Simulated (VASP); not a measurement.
# Cs2Cl3 (P-3m1) in VASP: a series of runs, part 2 of 3

VASP 6.6.1.

## Step 3: Relaxation of cell and atoms, PBE

This run uses another cell than the first one, of 32.38 Å³/atom.

Contents of INCAR:

```
SYSTEM = Cs2Cl3
ALGO     = Normal         ! electronic algorithm
EDIFF    = 1E-7           ! SCF threshold, eV
EDIFFG   = -0.04          ! ionic threshold
ENCUT    = 600            ! plane-wave cutoff, eV
GGA      = PE             ! functional
IBRION   = 2              ! ionic algorithm
ISIF     = 3              ! what is computed and relaxed
ISMEAR   = 0              ! smearing method
LASPH    = .TRUE.         ! aspherical terms in the spheres
LCHARG   = .FALSE.        ! write CHGCAR
LREAL    = .FALSE.        ! projectors in reciprocal space
LWAVE    = .FALSE.        ! write WAVECAR
NELM     = 100            ! most SCF steps
NSW      = 90             ! ionic steps
PREC     = Accurate       ! precision mode
SIGMA    = 0.1            ! smearing width, eV
```

Contents of KPOINTS:

```
k-points
0
G
  6 6 4
  0 0 0
```

Contents of POSCAR:

```
Cs2Cl3
1.0
    5.3698026823      0.0000000000      0.0000000000
   -2.6849013411      4.6503855362      0.0000000000
    0.0000000000      0.0000000000      6.4835415351
Cs Cl
2 3
Direct
    0.3333333333      0.6666666667      0.1380000000
    0.6666666667      0.3333333333      0.8620000000
    0.0000000000      0.0000000000      0.0000000000
    0.3333333333      0.6666666667      0.6250000000
    0.6666666667      0.3333333333      0.3750000000
```

Potentials or basis: VASP PAW PBE potentials, release 64 (Cs_sv, Cl).

Command:

```console
> cat potpaw_PBE.64/Cs_sv/POTCAR potpaw_PBE.64/Cl/POTCAR > POTCAR
> mpirun -np 1 vasp_std > vasp.out
```

OUTCAR:

```text
SYSTEM = Cs2Cl3
   EDIFF = 1E-7
   EDIFFG = -0.04
   ENCUT = 600
   GGA = PE
   IBRION = 2
   ISIF = 3
   ISMEAR = 0
   LASPH = .TRUE.
   LREAL = .FALSE.
   NELM = 100
   NSW = 90
   PREC = Accurate

 ion  position               nearest neighbor table
   1  0.333  0.667  0.138-
   2  0.667  0.333  0.862-
   3  0.000  0.000  0.000-
   4  0.333  0.667  0.625-
   5  0.667  0.333  0.375-

  LATTYP: Found a hexagonal cell.
 ALAT       =     5.3698026823
 C/A-ratio  =     1.2074077799

  Lattice vectors:

 A1 = (   5.3698026823,   0.0000000000,   0.0000000000)
 A2 = (  -2.6849013411,   4.6503855362,   0.0000000000)
 A3 = (   0.0000000000,   0.0000000000,   6.4835415351)

Analysis of symmetry for initial positions (statically):
[... 292 lines left out ...]

  energy  without entropy=      -13.7502881007  energy(sigma->0) =      -13.78861620

[... ionic steps 4 to 29 ...]

--------------------------------------- Ionic step       30  -------------------------------------------

 number of electron      38.9999993 magnetization

------------------------ aborting loop because EDIFF is reached ----------------------------------------
[... 73 lines left out ...]
--------------------------------------- Ionic step       32  -------------------------------------------

 number of electron      38.9999999 magnetization

 Free energy of the ion-electron system (eV)
  ---------------------------------------------------
  ext. energy  EPLUGINS =         0.00000000
  ---------------------------------------------------
  free energy    TOTEN  =       -14.19447919 eV

  energy without entropy =      -14.10090629  energy(sigma->0) =      -14.14769274

 E-fermi :  -2.2107     XC(G=0):  -6.9191

 val. band max:       -2.2144376123   @ k =   0.0000   0.0000   0.0000
 cond. band min:      -2.2057718319   @ k =   0.5000  -0.0000   0.0000
 fundamental gap:      0.0086657804
 Fermi energy:        -2.2106994387

 k-point     1 :       0.0000    0.0000    0.0000
  band No.  band energies     occupation
      1     -20.9342      2.00000
      2     -20.8949      2.00000
      3     -14.4935      2.00000
      4     -14.3497      2.00000
      5     -14.3054      2.00000
      6      -7.9734      2.00000
[... 645 lines left out ...]
  FREE ENERGIE OF THE ION-ELECTRON SYSTEM (eV)
  ---------------------------------------------------
  free  energy   TOTEN  =       -14.1944791853 eV

  energy  without entropy=      -14.1009062851  energy(sigma->0) =      -14.14769274

 reached required accuracy - stopping structural energy minimisation
```

OSZICAR:

```text
N       E                     dE             d eps       ncg     rms          rms(c)
DAV:   1     0.313832401846E+03    0.31383E+03   -0.17884E+04  1104   0.158E+03
DAV:   2     0.120217278528E+02   -0.30181E+03   -0.29824E+03  1648   0.261E+02
DAV:   3    -0.131991518280E+02   -0.25221E+02   -0.25131E+02  1167   0.887E+01
DAV:   4    -0.135960113750E+02   -0.39686E+00   -0.39604E+00  1465   0.129E+01
[... 427 lines left out ...]
DAV:   4    -0.141945003504E+02    0.13150E-03   -0.22512E-04  1300   0.898E-02    0.263E-02
DAV:   5    -0.141944840312E+02    0.16319E-04   -0.67187E-05  1342   0.436E-02    0.143E-02
DAV:   6    -0.141944808120E+02    0.32192E-05   -0.42564E-06  1335   0.115E-02    0.495E-03
DAV:   7    -0.141944792835E+02    0.15285E-05   -0.93026E-07  1195   0.576E-03    0.157E-03
DAV:   8    -0.141944791853E+02    0.98198E-07   -0.11163E-07   937   0.216E-03
  32 F= -.14194479E+02 E0= -.14147693E+02  d E =-.860015E-03
```

CONTCAR:

```text
Cs2Cl3
   1.00000000000000
     5.9579380685810284    0.0000000000059599   -0.0000000000000008
    -2.9789690342298756    5.1597257215867725    0.0000000000000006
    -0.0000000000000008   -0.0000000000000001    7.1726491141047193
  Cs              Cl
     2     3
Direct
     0.3333333332999970    0.6666666667000030    0.2185348524448129
     0.6666666667000030    0.3333333332999970    0.7814651475551874
     0.0000000000000000    0.0000000000000000    0.0000000000000000
     0.3333333332999970    0.6666666667000030    0.7198961505618667
     0.6666666667000030    0.3333333332999970    0.2801038494381331

  0.00000000E+00  0.00000000E+00  0.00000000E+00
  0.00000000E+00  0.00000000E+00  0.00000000E+00
  0.00000000E+00  0.00000000E+00  0.00000000E+00
  0.00000000E+00  0.00000000E+00  0.00000000E+00
  0.00000000E+00  0.00000000E+00  0.00000000E+00
```

Wall time 59 min (1 thread of Intel Xeon Platinum 8375C at 2.90GHz (Ice Lake), shared host); peak memory 0.43 GiB.

Results:

| Quantity | Value |
| --- | --- |
| Free energy | -14.1945 eV |
| Relaxed volume | 44.10 Å³/atom |
| Relaxed cell | a = 5.958 Å, b = 5.958 Å, c = 7.173 Å, α = 90.00°, β = 90.00°, γ = 120.00° |
| Space group after relaxing (to 0.1 Å) | P-3m1 (No. 164) |
| Energy gained by relaxing | 217.2 meV/atom |
| Ionic steps | 32 |
| Pressure after relaxing | 0.0 GPa |
| Largest force after relaxing | 0.039 eV/Å |
| Band gap on the k mesh | zero (an odd number of electrons rules out a gap without spin polarisation) |

Forces in eV/Å, atoms in the order of the input:
```
Cs   0.000  0.000  0.039
Cs   0.000  0.000 -0.039
Cl   0.000  0.000  0.000
Cl   0.000  0.000 -0.022
Cl   0.000  0.000  0.022
```

The path:
| step | energy change (eV) | largest force (eV/Å) | pressure (GPa) | volume (Å³) |
| --- | --- | --- | --- | --- |
| 1 | 0.0000 | 0.7564 | 5.44 | 161.90 |
| 2 | -0.6014 | 0.5144 | 1.59 | 189.03 |
| 3 | -0.7184 | 0.4494 | 0.34 | 205.75 |
| 4 | -0.7335 | 0.4307 | -0.07 | 213.56 |
| 5 | -0.7343 | 0.4270 | -0.16 | 215.53 |
| 6 | -0.7599 | 0.3911 | -0.13 | 214.93 |
| 7 | -0.8262 | 0.2759 | -0.01 | 213.14 |
| 8 | -0.9057 | 0.3464 | 0.32 | 209.58 |
| 9 | -0.8014 | 0.7029 | 1.47 | 202.60 |
| 10 | -0.9149 | 0.3966 | 0.50 | 208.11 |
| 11 | -0.9395 | 0.3568 | 0.43 | 209.47 |
| 12 | -0.9957 | 0.2502 | 0.25 | 213.52 |
| 13 | -1.0374 | 0.0842 | 0.06 | 221.48 |
| 14 | -1.0395 | 0.0846 | 0.02 | 222.03 |
| 15 | -1.0435 | 0.0858 | -0.09 | 223.66 |
| 16 | -1.0424 | 0.0895 | -0.30 | 226.93 |
| 17 | -1.0444 | 0.0871 | -0.18 | 225.00 |
| 18 | -1.0465 | 0.0868 | -0.16 | 224.15 |
| 19 | -1.0515 | 0.0843 | -0.10 | 221.62 |
| 20 | -1.0550 | 0.0713 | 0.06 | 216.56 |
| 21 | -1.0552 | 0.0757 | 0.02 | 217.65 |
| 22 | -1.0575 | 0.0764 | 0.03 | 217.55 |
| 23 | -1.0633 | 0.0750 | 0.04 | 217.22 |
| 24 | -1.0667 | 0.0790 | 0.11 | 216.43 |
| 25 | -1.0672 | 0.0698 | 0.08 | 216.68 |
| 26 | -1.0708 | 0.0721 | 0.03 | 217.98 |
| 27 | -1.0774 | 0.0756 | -0.10 | 221.94 |
| 28 | -1.0725 | 0.0670 | -0.34 | 229.99 |
| 29 | -1.0785 | 0.0755 | -0.18 | 224.26 |
| 30 | -1.0821 | 0.0671 | -0.11 | 222.92 |
| 31 | -1.0850 | 0.0510 | 0.03 | 220.23 |
| 32 | -1.0859 | 0.0389 | 0.01 | 220.50 |

Final structure:
```cif
data_structure
_symmetry_space_group_name_H-M 'P 1'
_symmetry_Int_Tables_number 1
_cell_length_a 5.9579
_cell_length_b 5.9579
_cell_length_c 7.1726
_cell_angle_alpha 90.000
_cell_angle_beta 90.000
_cell_angle_gamma 120.000
_cell_volume 220.50
loop_
_atom_site_label
_atom_site_type_symbol
_atom_site_fract_x
_atom_site_fract_y
_atom_site_fract_z
_atom_site_occupancy
Cs1 Cs 0.33333 0.66667 0.21853 1
Cs2 Cs 0.66667 0.33333 0.78147 1
Cl1 Cl 0.00000 0.00000 0.00000 1
Cl2 Cl 0.33333 0.66667 0.71990 1
Cl3 Cl 0.66667 0.33333 0.28010 1
```

Caveat: the volume moved by over 15 % at a fixed basis, so the end points are rough; spin-orbit coupling is left out, which moves the levels of the heavy elements; an odd number of electrons without spin polarisation forces a metal; a magnetic or distorted state may lie lower.

(Part 2 of 3 ends here.)
